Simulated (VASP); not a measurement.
Set up this calculation in VASP 6.6.1, as the native input.

```yaml
Task: single point
Functional: r2SCAN
Potentials_or_basis: VASP PAW PBE potentials, release 64 (Al, Cu)
Cutoff: 520 eV
k_mesh: 11 × 16 × 4
Occupations: gaussian, width 0.15 eV
Spin: no spin polarisation
Dipole_correction: no
Further_INCAR_settings: ALGO = Normal; EDIFF = 1e-07; NBANDS = 36
```

Crystal: Al2Cu.

```
Al Cu
1.0
     0.00000   -4.08803    0.00000
     0.00000    0.00000   -2.85133
    12.76408    0.00000    0.00000
Al Cu
6 3
Direct
  0.00000 0.50000 0.08005
  0.00000 0.50000 0.40033
  0.00000 0.50000 0.72060
  0.50000 0.50000 0.88074
  0.50000 0.50000 0.24019
  0.50000 0.50000 0.56047
  0.00000 0.00000 0.24019
  0.00000 0.00000 0.56047
  0.00000 0.00000 0.88074
```

This cell differs from its parent crystal: the distance across one plane changed.

One way to write it, as run:

POSCAR

```
Al2Cu
1.0
    0.0000000000     -4.0880282815      0.0000000000
    0.0000000000      0.0000000000     -2.8513253939
   12.7640848444      0.0000000000      0.0000000000
Al Cu
6 3
Direct
    0.0000000000      0.5000000000      0.0800529518
    0.0000000000      0.5000000000      0.4003288142
    0.0000000000      0.5000000000      0.7206046766
    0.5000000000      0.5000000000      0.8807426078
    0.5000000000      0.5000000000      0.2401908830
    0.5000000000      0.5000000000      0.5604667454
    0.0000000000      0.0000000000      0.2401908830
    0.0000000000      0.0000000000      0.5604667454
    0.0000000000      0.0000000000      0.8807426078
```

INCAR.step1

```
SYSTEM = Al2Cu
PREC = Accurate
ENCUT = 520
ISMEAR = 0
SIGMA = 0.15
LREAL = .FALSE.
LASPH = .TRUE.
NELM = 60
NBANDS = 36
GGA = PE
ALGO = Normal
EDIFF = 1E-4
LWAVE = .TRUE.
LCHARG = .FALSE.
KPAR = 4
```

INCAR.step2

```
SYSTEM = Al2Cu
PREC = Accurate
ENCUT = 520
EDIFF = 1E-7
ISMEAR = 0
SIGMA = 0.15
LREAL = .FALSE.
LASPH = .TRUE.
NELM = 60
ALGO = Normal
ISIF = 2
LWAVE = .FALSE.
LCHARG = .FALSE.
METAGGA = R2SCAN
LMIXTAU = .TRUE.
NBANDS = 36
ISTART = 1
KPAR = 4
```

KPOINTS

```
Automatic mesh
0
G
  11 16 4
  0 0 0
```

Potentials or basis: VASP PAW PBE potentials, release 64 (Al, Cu).

Run with:

```bash
$ cat potpaw_PBE.64/Al/POTCAR potpaw_PBE.64/Cu/POTCAR > POTCAR
$ cp INCAR.step1 INCAR
$ mpirun -np 4 vasp_std > vasp.out
$ cp INCAR.step2 INCAR
$ mpirun -np 4 vasp_std > vasp.out
```

It gave:

```
Pressure               : -2.1 GPa
Largest force          : 1.137 eV/Å
Band gap on the k mesh : zero (an odd number of electrons rules out a gap without spin polarisation)
```

Caveat: the cell differs from its parent crystal (the distance across one plane changed); the PAW data sets were made with another functional, which shifts forces and pressure a little.

Run time: 37 min on 4 MPI ranks on Oxide Virtual Turin-like Processor, with other jobs on the host, peak memory 0.75 GiB a rank.
